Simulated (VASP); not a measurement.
# K (Fm-3m) in VASP: single point with LDA

Aim: the single point of K with LDA.

All numbers are computed with VASP 6.6.1; they aren't measurements. Logs are shortened: lines on timing, memory, paths and dates and some standing lists are left out, and cuts for length are marked.

### 1 The cell of the first run

It takes space group Fm-3m (No. 225, cubic). Conventional cell: a = 4.874 Å, b = 4.874 Å, c = 4.874 Å, α = 90.00°, β = 90.00°, γ = 90.00°. Within 4.5 Å of K (site symmetry m-3m) lie 12 K at 3.45 Å.

This isn't the form of K at room conditions, which is bcc.

### 2 Single point, LDA (28.95 Å³/atom)

POSCAR reads:

```
K
1.0
    0.0000000000      2.4370804012      2.4370804012
    2.4370804012      0.0000000000      2.4370804012
    2.4370804012      2.4370804012      0.0000000000
K
1
Direct
    0.0000000000      0.0000000000      0.0000000000
```

INCAR.step1 reads:

```
SYSTEM = K
ALGO = Normal ; EDIFF = 1E-6
ENCUT = 520 ; GGA = CA
ISIF = 2 ; ISMEAR = -1
LASPH = .True. ; LCHARG = .True.
LREAL = .False. ; LWAVE = .False.
NBANDS = 10 ; NELM = 60
PREC = Accurate ; SIGMA = 0.08
```

KPOINTS.step1 reads:

```
k-points
0
Gamma
  12 12 12
  0 0 0
```

INCAR.step2 reads:

```
SYSTEM = K
ALGO = Normal ; EDIFF = 1E-6
ENCUT = 520 ; GGA = CA
ICHARG = 11 ; ISIF = 2
ISMEAR = -5 ; LASPH = .True.
LCHARG = .False. ; LORBIT = 10
LREAL = .False. ; LWAVE = .False.
NBANDS = 10 ; NEDOS = 1001
NELM = 60 ; PREC = Accurate
SIGMA = 0.08
```

KPOINTS.step2 reads:

```
k-points
0
Gamma
  18 18 18
  0 0 0
```

Potentials or basis: VASP PAW LDA potentials, release 64 (K_sv).

On the command line:

```sh
$ cat potpaw_LDA.64/K_sv/POTCAR > POTCAR
$ cp INCAR.step1 INCAR
$ cp KPOINTS.step1 KPOINTS
$ mpirun -np 1 vasp_std > vasp.out
$ cp INCAR.step2 INCAR
$ cp KPOINTS.step2 KPOINTS
$ mpirun -np 1 vasp_std > vasp.out
```

OUTCAR:

```text
SYSTEM = K
   EDIFF = 1E-6
   ENCUT = 520
   GGA = CA
   ICHARG = 11
   ISIF = 2
   ISMEAR = -5
   LASPH = .True.
   LORBIT = 10
   LREAL = .False.
   NELM = 60
   PREC = Accurate

 ion  position               nearest neighbor table
   1  0.000  0.000  0.000-

  LATTYP: Found a face centered cubic cell.
 ALAT       =     4.8741608024

  Lattice vectors:

 A1 = (   0.0000000000,   2.4370804012,   2.4370804012)
 A2 = (   2.4370804012,   0.0000000000,   2.4370804012)
 A3 = (   2.4370804012,   2.4370804012,   0.0000000000)

Analysis of symmetry for initial positions (statically):
=====================================================================
 Subroutine PRICEL returns:
 Original cell was already a primitive cell.

 Routine SETGRP: Setting up the symmetry group for a
 face centered cubic supercell.

 Subroutine GETGRP returns: Found 48 space group operations
 (whereof 48 operations were pure point group operations)
 out of a pool of 48 trial point group operations.

The static configuration has the point symmetry O_h .

Analysis of symmetry for dynamics (positions and initial velocities):
=====================================================================
 Subroutine PRICEL returns:
 Original cell was already a primitive cell.

 Routine SETGRP: Setting up the symmetry group for a
 face centered cubic supercell.

 Subroutine GETGRP returns: Found 48 space group operations
 (whereof 48 operations were pure point group operations)
 out of a pool of 48 trial point group operations.

The dynamic configuration has the point symmetry O_h .

 Subroutine INISYM returns: Found 48 space group operations
 (whereof 48 operations are pure point group operations),
 and found     1 'primitive' translations

----------------------------------------------------------------------------------------

                                     Primitive cell

  volume of cell :      28.9494

  direct lattice vectors                    reciprocal lattice vectors
     0.000000000  2.437080401  2.437080401    -0.205163523  0.205163523  0.205163523
     2.437080401  0.000000000  2.437080401     0.205163523 -0.205163523  0.205163523
     2.437080401  2.437080401  0.000000000     0.205163523  0.205163523 -0.205163523

  length of vectors
     3.446552156  3.446552156  3.446552156     0.355353645  0.355353645  0.355353645

  position of ions in fractional coordinates (direct lattice)
     0.000000000  0.000000000  0.000000000

  ion indices of the primitive-cell ions
   primitive index   ion index
                 1           1

----------------------------------------------------------------------------------------

 KPOINTS: k-points

Automatic generation of k-mesh.
 Grid dimensions read from file:
 generate k-points for:   18   18   18

 Generating k-lattice:

  Cartesian coordinates                     Fractional coordinates (reciprocal lattice)
    -0.011397973  0.011397973  0.011397973     0.055555556  0.000000000  0.000000000
     0.011397973 -0.011397973  0.011397973     0.000000000  0.055555556  0.000000000
     0.011397973  0.011397973 -0.011397973     0.000000000  0.000000000  0.055555556

  Length of vectors
     0.019741869  0.019741869  0.019741869

  Shift w.r.t. Gamma in fractional coordinates (k-lattice)
     0.000000000  0.000000000  0.000000000

 TETIRR: Found    806 inequivalent tetrahedra from    34992

 Subroutine IBZKPT returns following result:
 ===========================================

 Found    195 irreducible k-points:

 Following reciprocal coordinates:
            Coordinates               Weight
  0.000000  0.000000  0.000000      1.000000
  0.055556  0.000000  0.000000      8.000000
  0.111111  0.000000  0.000000      8.000000
  0.166667  0.000000  0.000000      8.000000
  0.222222  0.000000  0.000000      8.000000
  0.277778  0.000000  0.000000      8.000000
[... 16 lines left out ...]
 -0.277778  0.055556  0.000000     24.000000
 -0.222222  0.055556  0.000000     24.000000
 [... further k-points ...]
   k-points           NKPTS =    195   k-points in BZ     NKDIM =    195   number of bands    NBANDS=     10
   number of dos      NEDOS =   1001   number of ions     NIONS =      1
   total plane-waves  NPLWV =  21952
   dimension x,y,z NGX =    28 NGY =   28 NGZ =   28
   dimension x,y,z NGXF=    56 NGYF=   56 NGZF=   56
   ions per type =               1
   NGX,Y,Z   is equivalent  to a cutoff of  13.51, 13.51, 13.51 a.u.
   NGXF,Y,Z  is equivalent  to a cutoff of  27.01, 27.01, 27.01 a.u.
 SYSTEM =  K
   PREC   = accura    normal or accurate (medium, high low for compatibility)
   ISTART =      0    job   : 0-new  1-cont  2-samecut
   ICHARG =     11    charge: 1-file 2-atom 10-const
   ISPIN  =      1    spin polarized calculation?
   LNONCOLLINEAR =      F non collinear calculations
   LSORBIT =      F    spin-orbit coupling
   LASPH  =      T    aspherical Exc in radial PAW
   ENCUT  =  520.0 eV  38.22 Ry    6.18 a.u.   6.41  6.41  6.41*2*pi/ulx,y,z
   NELM   =     60;   NELMIN=  2; NELMDL=  0     # of ELM steps
   EDIFF  = 0.1E-05   stopping-criterion for ELM
   LREAL  =      F    real-space projection
   EDIFFG = 0.1E-04   stopping-criterion for IOM
   NSW    =      0    number of steps for IOM
   IBRION =     -1    ionic relax: 0-MD 1-quasi-New 2-CG
   NFREE  =      0    steps in history (QN), initial steepest desc. (CG)
   ISIF   =      2    stress and relaxation
   ISYM   =      2    0-nonsym 1-usesym 2-fastsym
   POTIM  = 0.5000    time-step for ionic-motion
   TEBEG  =    0.0;   TEEND  =   0.0 temperature during run
   PSTRESS=    0.0 pullay stress
   NELECT =       9.0000    total number of electrons
   NUPDOWN=      -1.0000    fix difference up-down
   EMIN   =  10.00;   EMAX   =-10.00  energy-range for DOS
   EFERMI =   0.00;   METHOD = LEGACY
   ISMEAR =    -5;   SIGMA  =   0.08  broadening in eV -4-tet -1-fermi 0-gaus
   EFERMI_NEDOS =   21; number of points for ismear=-14 and -15
   IALGO  =     38    algorithm
   IMIX   =      4    mixing-type and parameters
     AMIX     =   0.40;   BMIX     =  1.00
     AMIX_MAG =   1.60;   BMIX_MAG =  1.00
  volume/ion in A,a.u.               =      28.95       195.36
  Fermi-wavevector in a.u.,A,eV,Ry     =   1.109028  2.095759 16.734389  1.229943
  Thomas-Fermi vector in A             =   2.245562
   LORBIT       =     10    0 simple, 1 ext, 2 COOP (PROOUT), +10 PAW based schemes
   GGA     = CA    functional components
   LHFCALC =     F    Hartree Fock is set to
   AEXX    =    0.0000 exact exchange contribution
   IVDW    =     0    specifies the selected vdW correction
   LEPSILON=     F    determine dielectric tensor
   LRPA    =     F    only Hartree local field effects (RPA)
 non-spin polarized calculation
 Fermi weights with tetrahedron method with Bloechl corrections
  energy-cutoff  :      520.00
  volume of cell :       28.95
 maximum number of plane-waves:       797
 NGX is ok and might be reduce to    28

 number of electron       9.0000000 magnetization

 Free energy of the ion-electron system (eV)
  ---------------------------------------------------
  ext. energy  EPLUGINS =         0.00000000
  ---------------------------------------------------
  free energy    TOTEN  =        -0.28360599 eV

  energy without entropy =       -0.28360599  energy(sigma->0) =       -0.28360599

 E-fermi :   3.0022     XC(G=0):  -8.8846

 val. band max:        2.9819234544   @ k =   0.5000   0.3889   0.1111
 cond. band min:       3.0095718651   @ k =  -0.3333   0.1667   0.0000
 fundamental gap:      0.0276484106
 Fermi energy:         3.0022073256

 k-point     1 :       0.0000    0.0000    0.0000
  band No.  band energies     occupation
      1     -29.0851      2.00000
      2     -12.2264      2.00000
      3     -12.2264      2.00000
      4     -12.2264      2.00000
      5      -0.4327      2.00000
      6       7.4498      0.00000
      7       7.4498      0.00000
      8       7.4498      0.00000
      9       9.8152      0.00000
     10       9.8152      0.00000

 k-point     2 :       0.0556    0.0000    0.0000
  band No.  band energies     occupation
      1     -29.0792      2.00000
      2     -12.2670      2.00000
      3     -12.2306      2.00000
      4     -12.2306      2.00000
      5      -0.3422      2.00000
      6       7.3179      0.00000
      7       7.4907      0.00000
      8       7.4907      0.00000
      9       9.7510      0.00000
     10       9.7510      0.00000

 k-point     3 :       0.1111    0.0000    0.0000
  band No.  band energies     occupation
      1     -29.0622      2.00000
      2     -12.3817      2.00000
      3     -12.2427      2.00000
      4     -12.2427      2.00000
      5      -0.0801      2.00000
      6       6.9780      0.00000
      7       7.5955      0.00000
      8       7.5955      0.00000
      9       9.6027      0.00000
     10       9.6027      0.00000

 k-point     4 :       0.1667    0.0000    0.0000
  band No.  band energies     occupation
      1     -29.0360      2.00000
      2     -12.5522      2.00000
      3     -12.2610      2.00000
      4     -12.2610      2.00000
      5       0.3274      2.00000
      6       6.5395      0.00000
      7       7.7014      0.00000
      8       7.7014      0.00000
      9       9.4904      0.00000
     10       9.4904      0.00000
[... 222 lines left out ...]
 k-point    22 :      -0.3333    0.0556    0.0000
  band No.  band energies     occupation
      1     -28.9227      2.00000
      2     -13.1935      2.00000
      3     -12.3748      2.00000
      4     -12.3263      2.00000
      5       2.1952      2.00000
      6       5.2790      0.00000
      7       7.2142      0.00000
      8       7.4085      0.00000
      9      10.2014      0.00000
     10      10.9097      0.00000

 k-point    23 :      -0.2778    0.0556    0.0000
  band No.  band energies     occupation
      1     -28.9538      2.00000
      2     -13.0226      2.00000
      3     -12.3554      2.00000
      4     -12.3025      2.00000
      5       1.6605      2.00000
      6       5.5627      0.00000
      7       7.3868      0.00000
      8       7.5994      0.00000
      9       9.6567      0.00000
     10      10.4309      0.00000

 k-point    24 :      -0.2222    0.0556    0.0000
  band No.  band energies     occupation
      1     -28.9881      2.00000
      2     -12.8265      2.00000
      3     -12.3308      2.00000
      4     -12.2783      2.00000
      5       1.0927      2.00000
      6       5.9254      0.00000
      7       7.5535      0.00000
      8       7.7720      0.00000
      9       9.2544      0.00000
     10      10.0290      0.00000

 [... further k-points ...]

------------------------ aborting loop because EDIFF is reached ----------------------------------------

  FORCE on cell =-STRESS in cart. coord.  units (eV):
  Direction    XX          YY          ZZ          XY          YZ          ZX
  --------------------------------------------------------------------------------------
  -------------------------------------------------------------------------------------
  Total        2.5069278      2.5069278      2.5069278     -0.0000000      0.0000000      0.0000000
  in kB      138.7435637    138.7435637    138.7435637     -0.0000000      0.0000000      0.0000000
  external PRESSURE =     138.7435637 kB  Pullay stress =       0.0000000 kB

 VOLUME and BASIS-vectors are now :
 -----------------------------------------------------------------------------
  energy-cutoff  :      520.00
  volume of cell :       28.95
      direct lattice vectors                 reciprocal lattice vectors
     0.000000000  2.437080401  2.437080401    -0.205163523  0.205163523  0.205163523
     2.437080401  0.000000000  2.437080401     0.205163523 -0.205163523  0.205163523
     2.437080401  2.437080401  0.000000000     0.205163523  0.205163523 -0.205163523

 POSITION                                       TOTAL-FORCE (eV/Angst)
 -----------------------------------------------------------------------------------
      0.00000      0.00000      0.00000        -0.000000      0.000000      0.000000
 -----------------------------------------------------------------------------------
    total drift:                               -0.000000     -0.000000     -0.000000

  FREE ENERGIE OF THE ION-ELECTRON SYSTEM (eV)
  ---------------------------------------------------
  free  energy   TOTEN  =        -0.2836059856 eV

  energy  without entropy=       -0.2836059856  energy(sigma->0) =       -0.28360599

 total charge

# of ion       s       p       d       tot
------------------------------------------
    1        2.030   5.526   0.065   7.621
```

It took 52 s on 1 thread of Intel Xeon Platinum 8259CL at 2.50GHz (Skylake/Cascade Lake), shared host; peak memory 0.17 GiB.

What came out:

* Valence electrons inside the program's atomic spheres: K 7.62

Caveat: tetrahedron occupations give inexact forces and stress in metals.
